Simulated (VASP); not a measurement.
# Cu (I4/mmm) in VASP: notebook

Runs on Cu. Level: LDA. Tasks: single point.

Program: VASP 6.6.1. These are calculated values, not measurements. Logs are shortened: lines on timing, memory, paths and dates and some standing lists are left out, and cuts for length are marked.

### 1 The cell of the first run

The structure is tetragonal, space group I4/mmm (No. 139). The conventional cell has a = 2.819 Å, b = 2.819 Å, c = 2.582 Å, α = 90.00°, β = 90.00°, γ = 90.00°. Cu (site symmetry 4/mmm) has 14 Cu at 2.37 to 2.82 Å within 3.1 Å.

### 2 Single point, LDA

INCAR

```
PREC     = Accurate       # precision mode
ENCUT    = 520            # plane-wave cutoff, eV
EDIFF    = 1E-6           # SCF threshold, eV
ISMEAR   = 0              # smearing method
SIGMA    = 0.15           # smearing width, eV
LREAL    = False          # projectors in reciprocal space
LASPH    = True           # aspherical terms in the spheres
NELM     = 100            # most SCF steps
ALGO     = Normal         # electronic algorithm
ISIF     = 2              # what is computed and relaxed
LWAVE    = False          # write WAVECAR
LCHARG   = False          # write CHGCAR
GGA      = CA             # functional
NBANDS   = 12             # bands
```

KPOINTS

```
regular mesh
0
Gamma
  22 22 22
```

POSCAR

```
Cu
1.0
   -1.4095500000      1.4095500000      1.2908000000
    1.4095500000     -1.4095500000      1.2908000000
    1.4095500000      1.4095500000     -1.2908000000
Cu
1
Direct
    0.0000000000      0.0000000000      0.0000000000
```

Potentials or basis: VASP PAW LDA potentials, release 64 (Cu).

Command:

```
> cat potpaw_LDA.64/Cu/POTCAR > POTCAR
> mpirun -np 1 vasp_std > vasp.out
```

OUTCAR:

```text
PREC = Accurate
   ENCUT = 520
   EDIFF = 1E-6
   ISMEAR = 0
   LREAL = False
   LASPH = True
   NELM = 100
   ISIF = 2
   GGA = CA

 ion  position               nearest neighbor table
   1  0.000  0.000  0.000-

  LATTYP: Found a body centered tetragonal cell.
 ALAT       =     2.8191000000
 C/A-ratio  =     0.9157532546

  Lattice vectors:

 A1 = (  -1.4095500000,   1.4095500000,   1.2908000000)
 A2 = (   1.4095500000,  -1.4095500000,   1.2908000000)
 A3 = (   1.4095500000,   1.4095500000,  -1.2908000000)

Analysis of symmetry for initial positions (statically):
=====================================================================
 Subroutine PRICEL returns:
 Original cell was already a primitive cell.

 Routine SETGRP: Setting up the symmetry group for a
 body centered tetragonal supercell.

 Subroutine GETGRP returns: Found 16 space group operations
 (whereof 16 operations were pure point group operations)
 out of a pool of 16 trial point group operations.

The static configuration has the point symmetry D_4h.

Analysis of symmetry for dynamics (positions and initial velocities):
=====================================================================
 Subroutine PRICEL returns:
 Original cell was already a primitive cell.

 Routine SETGRP: Setting up the symmetry group for a
 body centered tetragonal supercell.

 Subroutine GETGRP returns: Found 16 space group operations
 (whereof 16 operations were pure point group operations)
 out of a pool of 16 trial point group operations.

The dynamic configuration has the point symmetry D_4h.

 Subroutine INISYM returns: Found 16 space group operations
 (whereof 16 operations are pure point group operations),
 and found     1 'primitive' translations

----------------------------------------------------------------------------------------

                                     Primitive cell

  volume of cell :      10.2584

  direct lattice vectors                    reciprocal lattice vectors
    -1.409550000  1.409550000  1.290800000     0.000000000  0.354723139  0.387356678
     1.409550000 -1.409550000  1.290800000     0.354723139  0.000000000  0.387356678
     1.409550000  1.409550000 -1.290800000     0.354723139  0.354723139  0.000000000

  length of vectors
     2.374832004  2.374832004  2.374832004     0.525236805  0.525236805  0.501654273

  position of ions in fractional coordinates (direct lattice)
[... 77 lines left out ...]
   EDIFF  = 0.1E-05   stopping-criterion for ELM
   LREAL  =      F    real-space projection
   EDIFFG = 0.1E-04   stopping-criterion for IOM
   NSW    =      0    number of steps for IOM
   IBRION =     -1    ionic relax: 0-MD 1-quasi-New 2-CG
   NFREE  =      0    steps in history (QN), initial steepest desc. (CG)
   ISIF   =      2    stress and relaxation
   ISYM   =      2    0-nonsym 1-usesym 2-fastsym
   POTIM  = 0.5000    time-step for ionic-motion
   TEBEG  =    0.0;   TEEND  =   0.0 temperature during run
   PSTRESS=    0.0 pullay stress
   NELECT =      11.0000    total number of electrons
   NUPDOWN=      -1.0000    fix difference up-down
   EMIN   =  10.00;   EMAX   =-10.00  energy-range for DOS
   EFERMI =   0.00;   METHOD = LEGACY
   ISMEAR =     0;   SIGMA  =   0.15  broadening in eV -4-tet -1-fermi 0-gaus
   EFERMI_NEDOS =   21; number of points for ismear=-14 and -15
   IALGO  =     38    algorithm
   IMIX   =      4    mixing-type and parameters
     AMIX     =   0.40;   BMIX     =  1.00
     AMIX_MAG =   1.60;   BMIX_MAG =  1.00
  volume/ion in A,a.u.               =      10.26        69.23
  Fermi-wavevector in a.u.,A,eV,Ry     =   1.675634  3.166489 38.201735  2.807748
  Thomas-Fermi vector in A             =   2.760218
   LORBIT       =      0    0 simple, 1 ext, 2 COOP (PROOUT), +10 PAW based schemes
   GGA     = CA    functional components
   LHFCALC =     F    Hartree Fock is set to
   AEXX    =    0.0000 exact exchange contribution
   IVDW    =     0    specifies the selected vdW correction
   LEPSILON=     F    determine dielectric tensor
   LRPA    =     F    only Hartree local field effects (RPA)
 non-spin polarized calculation
 Gauss-broadening in eV      SIGMA  =   0.15
  energy-cutoff  :      520.00
  volume of cell :       10.26
 maximum number of plane-waves:       297
 NGX is ok and might be reduce to    18
   NGX =  9   NGY =  9   NGZ =  9

 number of electron      10.9999993 magnetization

 Free energy of the ion-electron system (eV)
  ---------------------------------------------------
  ext. energy  EPLUGINS =         0.00000000
  ---------------------------------------------------
  free energy    TOTEN  =        -4.63625274 eV

  energy without entropy =       -4.63214043  energy(sigma->0) =       -4.63419658

 E-fermi :   9.2838     XC(G=0): -13.9477

 val. band max:        9.2592721440   @ k =   0.5000   0.2727   0.0909
 cond. band min:       9.2838456736   @ k =   0.3182   0.0909   0.0909
 fundamental gap:      0.0245735296
 Fermi energy:         9.2838314520

 k-point     1 :       0.0000    0.0000    0.0000
  band No.  band energies     occupation
      1      -1.2242      2.00000
      2       5.3342      2.00000
      3       5.7813      2.00000
      4       5.7813      2.00000
      5       6.5859      2.00000
      6       7.0672      2.00000
      7      34.6894      0.00000
      8      34.6894      0.00000
      9      37.3414      0.00000
     10      39.5864      0.00000
     11      39.5995      0.00000
     12      40.5851      0.00000
[... 331 lines left out ...]
 k-point    24 :      -0.4545    0.0455   -0.0000
  band No.  band energies     occupation
      1       3.2996      2.00000
      2       4.6153      2.00000
      3       6.8165      2.00000
      4       6.9628      2.00000
      5       7.3802      2.00000
      6       8.2097      2.00000
      7      16.1996      0.00000
      8      26.6371      0.00000
      9      27.7969      0.00000
     10      32.4444      0.00000
     11      36.0304      0.00000
     12      45.2733      0.00000

 [... further k-points ...]
[... 5 lines left out ...]
  --------------------------------------------------------------------------------------
  -------------------------------------------------------------------------------------
  Total        0.9225599      0.9225599      1.0178665      0.0000000     -0.0000000      0.0000000
  in kB      144.0871464    144.0871464    158.9723077      0.0000000     -0.0000000      0.0000000
  external PRESSURE =     149.0488669 kB  Pullay stress =       0.0000000 kB

 VOLUME and BASIS-vectors are now :
 -----------------------------------------------------------------------------
  energy-cutoff  :      520.00
  volume of cell :       10.26
      direct lattice vectors                 reciprocal lattice vectors
    -1.409550000  1.409550000  1.290800000     0.000000000  0.354723139  0.387356678
     1.409550000 -1.409550000  1.290800000     0.354723139  0.000000000  0.387356678
     1.409550000  1.409550000 -1.290800000     0.354723139  0.354723139  0.000000000

 POSITION                                       TOTAL-FORCE (eV/Angst)
 -----------------------------------------------------------------------------------
      0.00000      0.00000      0.00000         0.000000      0.000000      0.000000
 -----------------------------------------------------------------------------------
    total drift:                                0.000000      0.000000      0.000000

  FREE ENERGIE OF THE ION-ELECTRON SYSTEM (eV)
  ---------------------------------------------------
  free  energy   TOTEN  =        -4.6362527365 eV

  energy  without entropy=       -4.6321404332  energy(sigma->0) =       -4.63419658
```

OSZICAR:

```text
N       E                     dE             d eps       ncg     rms          rms(c)
DAV:   1     0.406622741308E+02    0.40662E+02   -0.53548E+03 22824   0.163E+03
DAV:   2    -0.436741696390E+01   -0.45030E+02   -0.41650E+02 20744   0.210E+02
DAV:   3    -0.565264670790E+01   -0.12852E+01   -0.12785E+01 23104   0.399E+01
DAV:   4    -0.566014704134E+01   -0.75003E-02   -0.74992E-02 22424   0.269E+00
DAV:   5    -0.566021373254E+01   -0.66691E-04   -0.66692E-04 23424   0.257E-01    0.798E+00
DAV:   6    -0.494365539975E+01    0.71656E+00   -0.12945E+01 23260   0.734E+01    0.321E+00
DAV:   7    -0.465792589104E+01    0.28573E+00   -0.18145E+00 23552   0.273E+01    0.760E-01
DAV:   8    -0.463696677138E+01    0.20959E-01   -0.12378E-02 27180   0.115E+00    0.180E-01
DAV:   9    -0.463623843135E+01    0.72834E-03   -0.25304E-03 26612   0.855E-01    0.137E-02
DAV:  10    -0.463625173522E+01   -0.13304E-04   -0.23382E-05 21552   0.634E-02    0.373E-03
DAV:  11    -0.463625273652E+01   -0.10013E-05   -0.30647E-07 16436   0.950E-03    0.594E-04
DAV:  12    -0.463625273654E+01   -0.15461E-10   -0.38072E-08 10768   0.237E-03
   1 F= -.46362527E+01 E0= -.46341966E+01  d E =-.411230E-02
```

Run time: 66 s. Hardware: 1 thread of Intel Xeon Platinum 8275CL at 3.00GHz (Skylake/Cascade Lake), shared host; peak memory 0.2 GiB.

What came out:

```
Free energy            : -4.6363 eV
Pressure               : 14.9 GPa
Band gap on the k mesh : zero (an odd number of electrons rules out a gap without spin polarisation)
```

Caveat: the cell stands under pressure.

(Part 1 of 2 ends here.)

The gap in the log of VASP goes by the Fermi energy; the results here count the filled bands.